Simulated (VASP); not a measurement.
# C3BrN (R-3c) in VASP: a series of runs

The runs below take C3BrN through relaxation of cell and atoms, with PBE.

Everything below comes from runs of VASP 6.6.1. Logs are shortened: lines on timing, memory, paths and dates and some standing lists are left out, and cuts for length are marked.

## Step 1: The cell of the first run

It takes space group R-3c (No. 167, trigonal). Conventional cell: a = 4.666 Å, b = 4.666 Å, c = 16.687 Å, α = 90.00°, β = 90.00°, γ = 120.00°. Within 2.6 Å of C (site symmetry 2) lie 2 N at 1.95 Å and 2 Br at 2.08 to 2.58 Å and 4 C at 2.37 Å. Within 2.8 Å of Br (site symmetry 32) lie 6 C at 2.08 to 2.58 Å. N (site symmetry -3) has 6 C at 1.95 Å within 2.6 Å.

## Step 2: Relaxation of cell and atoms, PBE

INCAR reads:

```
SYSTEM = C3BrN
  ALGO = Normal
  EDIFF = 1E-7
  EDIFFG = -0.04
  ENCUT = 600
  GGA = PE
  IBRION = 2
  ISIF = 3
  ISMEAR = 0
  LASPH = .TRUE.
  LCHARG = .FALSE.
  LREAL = .FALSE.
  LWAVE = .FALSE.
  NELM = 60
  NSW = 90
  PREC = Accurate
  SIGMA = 0.1
```

KPOINTS reads:

```
k-points
0
G
  6 6 6
  0 0 0
```

POSCAR reads:

```
C3BrN
1.0
    2.3329026666      1.3469019826      5.5621762700
   -2.3329026666      1.3469019826      5.5621762700
    0.0000000000     -2.6938039651      5.5621762700
C Br N
6 2 2
Direct
    0.6967701143      0.8032298857      0.2500000000
    0.8032298857      0.2500000000      0.6967701143
    0.3032298857      0.1967701143      0.7500000000
    0.7500000000      0.3032298857      0.1967701143
    0.1967701143      0.7500000000      0.3032298857
    0.2500000000      0.6967701143      0.8032298857
    0.2500000000      0.2500000000      0.2500000000
    0.7500000000      0.7500000000      0.7500000000
    0.0000000000      0.0000000000      0.0000000000
    0.5000000000      0.5000000000      0.5000000000
```

Potentials or basis: VASP PAW PBE potentials, release 64 (C, Br, N).

Started as:

```
$ cat potpaw_PBE.64/C/POTCAR potpaw_PBE.64/Br/POTCAR potpaw_PBE.64/N/POTCAR > POTCAR
$ mpirun -np 1 vasp_std > vasp.out
```

OUTCAR:

```text
SYSTEM = C3BrN
   EDIFF = 1E-7
   EDIFFG = -0.04
   ENCUT = 600
   GGA = PE
   IBRION = 2
   ISIF = 3
   ISMEAR = 0
   LASPH = .TRUE.
   LREAL = .FALSE.
   NELM = 60
   NSW = 90
   PREC = Accurate

 ion  position               nearest neighbor table
   1  0.697  0.803  0.250-   7 2.08
   2  0.803  0.250  0.697-   7 2.08
   3  0.303  0.197  0.750-   8 2.08
   4  0.750  0.303  0.197-   8 2.08
   5  0.197  0.750  0.303-   8 2.08
   6  0.250  0.697  0.803-   7 2.08
   7  0.250  0.250  0.250-   1 2.08   2 2.08   6 2.08
   8  0.750  0.750  0.750-   3 2.08   4 2.08   5 2.08
   9  0.000  0.000  0.000-
  10  0.500  0.500  0.500-

  LATTYP: Found a trigonal (rhomboedric) cell.
 ALAT       =     6.1801605692
 COS(alpha) =     0.7150138744

  Lattice vectors:

 A1 = (   2.3329026666,   1.3469019826,   5.5621762700)
 A2 = (  -2.3329026666,   1.3469019826,   5.5621762700)
 A3 = (   0.0000000000,  -2.6938039651,   5.5621762700)

Analysis of symmetry for initial positions (statically):
=====================================================================
 Subroutine PRICEL returns:
 Original cell was already a primitive cell.

 Routine SETGRP: Setting up the symmetry group for a
 trigonal (rhombohedral) supercell.

 Subroutine GETGRP returns: Found 12 space group operations
 (whereof  6 operations were pure point group operations)
 out of a pool of 12 trial point group operations.

The static configuration has the point symmetry S_6 .
 The point group associated with its full space group is D_3d.

Analysis of symmetry for dynamics (positions and initial velocities):
=====================================================================
 Subroutine PRICEL returns:
 Original cell was already a primitive cell.

 Routine SETGRP: Setting up the symmetry group for a
 trigonal (rhombohedral) supercell.

 Subroutine GETGRP returns: Found 12 space group operations
 (whereof  6 operations were pure point group operations)
 out of a pool of 12 trial point group operations.

The dynamic configuration has the point symmetry S_6 .
 The point group associated with its full space group is D_3d.

 Subroutine INISYM returns: Found 12 space group operations
 (whereof  6 operations are pure point group operations),
 and found     1 'primitive' translations

----------------------------------------------------------------------------------------

                                     Primitive cell

  volume of cell :     104.8645

  direct lattice vectors                    reciprocal lattice vectors
     2.332902667  1.346901983  5.562176270     0.214325273  0.123740754  0.059928581
    -2.332902667  1.346901983  5.562176270    -0.214325273  0.123740754  0.059928581
     0.000000000 -2.693803965  5.562176270     0.000000000 -0.247481508  0.059928581

  length of vectors
     6.180160569  6.180160569  6.180160569     0.254634113  0.254634113  0.254634113

  position of ions in fractional coordinates (direct lattice)
     0.696770114  0.803229886  0.250000000
     0.803229886  0.250000000  0.696770114
     0.303229886  0.196770114  0.750000000
     0.750000000  0.303229886  0.196770114
     0.196770114  0.750000000  0.303229886
     0.250000000  0.696770114  0.803229886
     0.250000000  0.250000000  0.250000000
     0.750000000  0.750000000  0.750000000
     0.000000000  0.000000000  0.000000000
     0.500000000  0.500000000  0.500000000

  ion indices of the primitive-cell ions
   primitive index   ion index
                 1           1
                 2           2
                 3           3
                 4           4
                 5           5
                 6           6
                 7           7
                 8           8
                 9           9
                10          10

----------------------------------------------------------------------------------------

 KPOINTS: k-points

Automatic generation of k-mesh.
 Grid dimensions read from file:
 generate k-points for:    6    6    6

 Generating k-lattice:

  Cartesian coordinates                     Fractional coordinates (reciprocal lattice)
     0.035720879  0.020623459  0.009988097     0.166666667 -0.000000000  0.000000000
    -0.035720879  0.020623459  0.009988097    -0.000000000  0.166666667  0.000000000
     0.000000000 -0.041246918  0.009988097    -0.000000000 -0.000000000  0.166666667

  Length of vectors
     0.042439019  0.042439019  0.042439019

  Shift w.r.t. Gamma in fractional coordinates (k-lattice)
     0.000000000  0.000000000  0.000000000

 Subroutine IBZKPT returns following result:
 ===========================================

 Found     32 irreducible k-points:

 Following reciprocal coordinates:
            Coordinates               Weight
  0.000000  0.000000  0.000000      1.000000
  0.166667 -0.000000 -0.000000      6.000000
  0.333333 -0.000000  0.000000      6.000000
  0.500000 -0.000000 -0.000000      3.000000
  0.166667  0.166667 -0.000000      6.000000
  0.333333  0.166667 -0.000000     12.000000
[... 16 lines left out ...]
  0.500000  0.500000  0.166667      6.000000
 -0.333333  0.500000  0.166667     12.000000
 [... further k-points ...]
   k-points           NKPTS =     32   k-points in BZ     NKDIM =     32   number of bands    NBANDS=     30
   number of dos      NEDOS =    301   number of ions     NIONS =     10
   total plane-waves  NPLWV = 125000
   dimension x,y,z NGX =    50 NGY =   50 NGZ =   50
   dimension x,y,z NGXF=   100 NGYF=  100 NGZF=  100
   ions per type =               6   2   2
   NGX,Y,Z   is equivalent  to a cutoff of  13.45, 13.45, 13.45 a.u.
   NGXF,Y,Z  is equivalent  to a cutoff of  26.90, 26.90, 26.90 a.u.
 SYSTEM =  C3BrN
   PREC   = accura    normal or accurate (medium, high low for compatibility)
   ISTART =      0    job   : 0-new  1-cont  2-samecut
   ICHARG =      2    charge: 1-file 2-atom 10-const
   ISPIN  =      1    spin polarized calculation?
   LNONCOLLINEAR =      F non collinear calculations
   LSORBIT =      F    spin-orbit coupling
   LASPH  =      T    aspherical Exc in radial PAW
   ENCUT  =  600.0 eV  44.10 Ry    6.64 a.u.  12.34 12.34 12.34*2*pi/ulx,y,z
   NELM   =     60;   NELMIN=  2; NELMDL= -5     # of ELM steps
   EDIFF  = 0.1E-06   stopping-criterion for ELM
   LREAL  =      F    real-space projection
   EDIFFG = -.4E-01   stopping-criterion for IOM
   NSW    =     90    number of steps for IOM
   IBRION =      2    ionic relax: 0-MD 1-quasi-New 2-CG
   NFREE  =      1    steps in history (QN), initial steepest desc. (CG)
   ISIF   =      3    stress and relaxation
   ISYM   =      2    0-nonsym 1-usesym 2-fastsym
   POTIM  = 0.5000    time-step for ionic-motion
   TEBEG  =    0.0;   TEEND  =   0.0 temperature during run
   PSTRESS=    0.0 pullay stress
   NELECT =      48.0000    total number of electrons
   NUPDOWN=      -1.0000    fix difference up-down
   EMIN   =  10.00;   EMAX   =-10.00  energy-range for DOS
   EFERMI =   0.00;   METHOD = LEGACY
   ISMEAR =     0;   SIGMA  =   0.10  broadening in eV -4-tet -1-fermi 0-gaus
   EFERMI_NEDOS =   21; number of points for ismear=-14 and -15
   IALGO  =     38    algorithm
   IMIX   =      4    mixing-type and parameters
     AMIX     =   0.40;   BMIX     =  1.00
     AMIX_MAG =   1.60;   BMIX_MAG =  1.00
  volume/ion in A,a.u.               =      10.49        70.77
  Fermi-wavevector in a.u.,A,eV,Ry     =   1.261670  2.384210 21.657899  1.591811
  Thomas-Fermi vector in A             =   2.395117
   LORBIT       =      0    0 simple, 1 ext, 2 COOP (PROOUT), +10 PAW based schemes
   GGA     = PE    functional components
   LHFCALC =     F    Hartree Fock is set to
   AEXX    =    0.0000 exact exchange contribution
   IVDW    =     0    specifies the selected vdW correction
   LEPSILON=     F    determine dielectric tensor
   LRPA    =     F    only Hartree local field effects (RPA)
 conjugate gradient relaxation of ions
 non-spin polarized calculation
 Gauss-broadening in eV      SIGMA  =   0.10
  energy-cutoff  :      600.00
  volume of cell :      104.86
 maximum number of plane-waves:      3545
 NGX is ok and might be reduce to    50
   NGX = 25   NGY = 25   NGZ = 25

--------------------------------------- Ionic step        1  -------------------------------------------

 number of electron      47.9999999 magnetization

 Free energy of the ion-electron system (eV)
  ---------------------------------------------------
  ext. energy  EPLUGINS =         0.00000000
  ---------------------------------------------------
  free energy    TOTEN  =       -39.52688930 eV

  energy without entropy =      -39.50288323  energy(sigma->0) =      -39.51488627

------------------------ aborting loop because EDIFF is reached ----------------------------------------

  FORCE on cell =-STRESS in cart. coord.  units (eV):
  Direction    XX          YY          ZZ          XY          YZ          ZX
  --------------------------------------------------------------------------------------
  -------------------------------------------------------------------------------------
  Total       -1.0668399     -1.0668399      1.6722207      0.0000000      0.0000000      0.0000000
  in kB      -16.2997604    -16.2997604     25.5490974      0.0000000      0.0000000      0.0000000
  external PRESSURE =      -2.3501411 kB  Pullay stress =       0.0000000 kB
[... 161 lines left out ...]
  energy  without entropy=      -39.5843026353  energy(sigma->0) =      -39.59666330

--------------------------------------- Ionic step        5  -------------------------------------------

 number of electron      48.0000001 magnetization

 Free energy of the ion-electron system (eV)
  ---------------------------------------------------
  ext. energy  EPLUGINS =         0.00000000
  ---------------------------------------------------
  free energy    TOTEN  =       -39.61188977 eV

  energy without entropy =      -39.58620343  energy(sigma->0) =      -39.59904660

 E-fermi :   5.9321     XC(G=0): -11.4185

 val. band max:        5.8930926606   @ k =  -0.3333   0.3333   0.1667
 cond. band min:       5.9383539995   @ k =  -0.3333   0.3333   0.3333
 fundamental gap:      0.0452613389
 Fermi energy:         5.9321441900

 k-point     1 :       0.0000    0.0000    0.0000
  band No.  band energies     occupation
      1     -13.5033      2.00000
      2     -12.1103      2.00000
      3      -9.6701      2.00000
      4      -8.9313      2.00000
      5      -5.4919      2.00000
      6      -3.9567      2.00000
[... 781 lines left out ...]
     29       7.4038      0.00000
     30       7.8297      0.00000

 [... further k-points ...]

------------------------ aborting loop because EDIFF is reached ----------------------------------------

  FORCE on cell =-STRESS in cart. coord.  units (eV):
  Direction    XX          YY          ZZ          XY          YZ          ZX
  --------------------------------------------------------------------------------------
  -------------------------------------------------------------------------------------
  Total       -0.2192642     -0.2192642     -0.3103966      0.0000000     -0.0000000      0.0000000
  in kB       -3.3522823     -3.3522823     -4.7455857      0.0000000     -0.0000000      0.0000000
  external PRESSURE =      -3.8167168 kB  Pullay stress =       0.0000000 kB
[... 25 lines left out ...]
  FREE ENERGIE OF THE ION-ELECTRON SYSTEM (eV)
  ---------------------------------------------------
  free  energy   TOTEN  =       -39.6118897718 eV

  energy  without entropy=      -39.5862034332  energy(sigma->0) =      -39.59904660

 reached required accuracy - stopping structural energy minimisation
```

Wall time 13 min (1 thread of Intel Xeon Platinum 8488C (Sapphire Rapids), shared host); peak memory 0.42 GiB.

What came out:

```yaml
Free_energy: -39.6119 eV
Relaxed_volume: 10.48 Å³/atom
Relaxed_cell: a = 6.298 Å, b = 6.298 Å, c = 6.298 Å, α = 42.87°, β = 42.87°, γ = 42.87°
Space_group_after_relaxing_to_0.1_Å: R-3c (No. 167)
Energy_gained_by_relaxing: 8.5 meV/atom
Ionic_steps: 5
Pressure_after_relaxing: -0.4 GPa
Largest_force_after_relaxing: 0.014 eV/Å
Band_gap_on_the_k_mesh: zero (bands 24 and 25 overlap by 0.86 eV)
```

Forces in eV/Å, atoms in the order of the input:
```
C    0.014  0.000  0.000
C   -0.007 -0.012  0.000
C   -0.014  0.000  0.000
C    0.007 -0.012  0.000
C    0.007  0.012  0.000
C   -0.007  0.012  0.000
Br   0.000  0.000  0.000
Br   0.000  0.000  0.000
N    0.000  0.000  0.000
N    0.000  0.000  0.000
```

Step by step:
```tsv
step	energy change (eV)	largest force (eV/Å)	pressure (GPa)	volume (Å³)
1	0.0000	0.2946	-0.24	104.86
2	-0.0425	0.2273	-0.08	104.63
3	-0.0816	0.0581	0.65	103.98
4	-0.0821	0.0757	0.55	104.05
5	-0.0850	0.0141	-0.38	104.79
```

Final structure:
```
CELL_PARAMETERS angstrom
2.30175 1.32892 5.70992
-2.30175 1.32892 5.70992
0.00000 -2.65783 5.70992
ATOMIC_POSITIONS crystal
C 0.70813 0.79187 0.25000
C 0.79187 0.25000 0.70813
C 0.29187 0.20813 0.75000
C 0.75000 0.29187 0.20813
C 0.20813 0.75000 0.29187
C 0.25000 0.70813 0.79187
Br 0.25000 0.25000 0.25000
Br 0.75000 0.75000 0.75000
N 0.00000 0.00000 0.00000
N 0.50000 0.50000 0.50000
```

Levels at points of the mesh, in eV from the Fermi level:
```
           k point  band 20  band 21  band 22  band 23  band 24  band 25  band 26  band 27  band 28  band 29
(0.00, 0.00, 0.00)    -2.19    -1.78     0.37     0.44     0.44     0.75     0.75     2.66     2.66     2.93
(0.50, 0.00, 0.00)    -2.78    -2.07    -2.07    -0.83    -0.83     0.16     0.16     0.72     0.72     1.01
(0.50, 0.50, 0.00)    -2.42    -2.08    -0.63    -0.37     0.08     0.51     0.66     0.88     1.29     1.40
(0.50, 0.50, 0.50)    -2.85    -2.85    -2.85    -0.37    -0.37     2.72     2.72     2.72     2.72     2.91
```

## Step 3: Relaxation of cell and atoms, PBE, collinear spin

This run uses another cell than the first one, of 16.97 Å³/atom.

INCAR reads:

```
PREC = Accurate
ENCUT = 600
EDIFF = 1E-6
ISMEAR = 0
SIGMA = 0.1
LREAL = F
LASPH = T
NELM = 150
ALGO = Normal
ISIF = 3
LWAVE = F
LCHARG = F
ISPIN = 2
MAGMOM = 0.43 0.43 0.43 0.43 0.43 0.43 0 0 0 0
LORBIT = 11
GGA = PE
IBRION = 2
NSW = 90
EDIFFG = -0.04
```

KPOINTS reads:

```
regular mesh
0
Gamma
  3 3 3
```

POSCAR reads:

```
C3BrN
1.0
    3.1095390136      1.7952931865      5.0665374475
   -3.1095390136      1.7952931865      5.0665374475
    0.0000000000     -3.5905863731      5.0665374475
C Br N
6 2 2
Direct
    0.2250000000      0.2750000000      0.7500000000
    0.2750000000      0.7500000000      0.2250000000
    0.7750000000      0.7250000000      0.2500000000
    0.2500000000      0.7750000000      0.7250000000
    0.7250000000      0.2500000000      0.7750000000
    0.7500000000      0.2250000000      0.2750000000
    0.7500000000      0.7500000000      0.7500000000
    0.2500000000      0.2500000000      0.2500000000
    0.5000000000      0.5000000000      0.5000000000
    0.0000000000      0.0000000000      0.0000000000
```

Potentials or basis: VASP PAW PBE potentials, release 64 (C, Br, N).

Started as:

```
$ cat potpaw_PBE.64/C/POTCAR potpaw_PBE.64/Br/POTCAR potpaw_PBE.64/N/POTCAR > POTCAR
$ mpirun -np 1 vasp_std > vasp.out
```

Run time: 37 min. Hardware: 1 thread of Intel Xeon Platinum 8488C (Sapphire Rapids), shared host; peak memory 0.49 GiB.

Results (log left out):

```yaml
Free_energy: -39.2142 eV
Relaxed_volume: 10.50 Å³/atom
Relaxed_cell: a = 6.155 Å, b = 6.155 Å, c = 6.155 Å, α = 44.72°, β = 44.72°, γ = 44.72°
Space_group_after_relaxing_to_0.1_Å: R-3c (No. 167)
Energy_gained_by_relaxing: 642.6 meV/atom
Ionic_steps: 31
Pressure_after_relaxing: -0.2 GPa
Largest_force_after_relaxing: 0.021 eV/Å
Band_gap_on_the_k_mesh: zero (filled and empty bands overlap)
Net_moment: 0.00 μB per cell
Valence_electrons_inside_the_program's_atomic_spheres: C 2.09; Br 4.78; N 3.38
```

Forces on the atoms (eV/Å):
```
C   -0.021  0.000  0.000
C    0.011  0.018  0.000
C    0.021  0.000  0.000
C   -0.011  0.018  0.000
C   -0.011 -0.018  0.000
C    0.011 -0.018  0.000
Br   0.000  0.000  0.000
Br   0.000  0.000  0.000
N    0.000  0.000  0.000
N    0.000  0.000  0.000
```

Stress tensor (GPa, compression positive):
```
-0.44  0.00  0.00
 0.00 -0.44  0.00
 0.00  0.00  0.30
```

The path:
```csv
step,energy change (eV),largest force (eV/Å),pressure (GPa),volume (Å³)
1,0.0000,0.1846,-17.10,169.70
2,-4.0781,0.2990,-14.32,129.00
3,-5.8299,0.1159,-0.69,100.82
4,-5.8308,0.1099,0.57,99.68
5,-5.8516,0.0949,0.59,99.62
6,-5.9206,0.0661,1.12,99.38
7,-6.0422,0.0048,2.83,98.67
8,-5.9455,0.2189,9.83,96.36
9,-1.5815,4.9888,44.39,88.62
10,-5.9691,0.1245,9.84,96.20
11,-5.5096,1.3410,19.54,92.86
12,-6.0087,0.1788,10.90,95.56
13,-5.9126,0.6231,14.50,94.28
14,-6.0013,0.3229,12.27,95.02
15,-6.0050,0.3349,12.27,95.06
16,-6.0143,0.3727,12.27,95.16
17,-6.0258,0.4568,12.29,95.36
18,-6.0223,0.6474,12.37,95.75
19,-6.0282,0.5496,12.32,95.56
20,-6.0431,0.5417,12.02,95.74
21,-6.0856,0.5182,11.16,96.29
22,-6.1622,0.4724,9.51,97.40
23,-6.2828,0.3843,6.44,99.63
24,-6.4034,0.2222,1.17,104.20
25,-6.4108,0.1771,-0.21,105.60
26,-6.4108,0.1708,-0.40,105.81
27,-6.4128,0.1579,-0.39,105.76
28,-6.4179,0.1194,-0.35,105.60
29,-6.4245,0.0418,-0.26,105.29
30,-6.4226,0.1147,-0.06,104.67
31,-6.4262,0.0212,-0.19,105.04
```

Final structure:
```
C Br N
1.0
     2.34169    1.35198    5.52981
    -2.34169    1.35198    5.52981
     0.00000   -2.70395    5.52981
C Br N
6 2 2
Direct
  0.19722 0.30278 0.75000
  0.30278 0.75000 0.19722
  0.80278 0.69722 0.25000
  0.25000 0.80278 0.69722
  0.69722 0.25000 0.80278
  0.75000 0.19722 0.30278
  0.75000 0.75000 0.75000
  0.25000 0.25000 0.25000
  0.50000 0.50000 0.50000
  0.00000 0.00000 0.00000
```

Levels at points of the mesh, in eV from the Fermi level:
Spin up:
```
           k point  band 19  band 20  band 21  band 22  band 23  band 24  band 25  band 26  band 27  band 28
(0.00, 0.00, 0.00)    -3.27    -1.70    -1.30     0.24     0.49     0.49     0.66     0.66     2.33     2.33
```
Spin down:
| k point | band 20 | band 21 | band 22 | band 23 | band 24 | band 25 | band 26 | band 27 |
| --- | --- | --- | --- | --- | --- | --- | --- | --- |
| (0.00, 0.00, 0.00) | -1.70 | -1.30 | 0.24 | 0.49 | 0.49 | 0.66 | 0.66 | 2.33 |

Caveat: the k points lie up to 0.53 Å⁻¹ apart in the final cell, too coarse for converged energies and pressures of a metal; the volume moved by over 15 % at a fixed basis, so the end points are rough.

The gap in the log of VASP goes by the Fermi energy; the results here count the filled bands.